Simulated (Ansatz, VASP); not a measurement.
## Two plane-wave programs on InAs

```xyz
2
Lattice="0.0000 3.0240 3.0240 3.0240 0.0000 3.0240 3.0240 3.0240 0.0000" Properties=species:S:1:pos:R:3 pbc="T T T"
In    0.0000    0.0000    0.0000
As    4.5360    4.5360    4.5360
```

Alike in both runs: task single point; functional PBE-based screened hybrid; k mesh 6 × 6 × 6; occupations gaussian, width 0.05 eV; no spin polarisation.

```csv
,VASP,Ansatz
version,VASP 6.6.1,Ansatz 0.2.0
potentials or method,"VASP PAW PBE potentials, release 64 (In_d, As), cutoff 520 eV","scalar-relativistic, plane waves, PAW"
valence electrons in the cell,18,28
```

|  | VASP | Ansatz | Ansatz less VASP |
| --- | --- | --- | --- |
| gap on the k mesh at the Fermi level (eV) | 1.04 | 1.05 | +0.006 |
| least direct gap on the mesh (eV) | 1.04 | 1.05 | +0.006 |
| pressure (GPa) | 0.4 | 0.8 | +0.32 |

VASP's potentials were made for PBE, not for PBE-based screened hybrid. With one functional, cell and mesh, what is left measures potentials, basis and numerics. VASP's potentials hold 18 valence electrons a cell and Ansatz's 28, so a difference there can come from the potentials and not from the codes. Ansatz's warnings: stress exchange threshold loose, stress scf threshold loose.
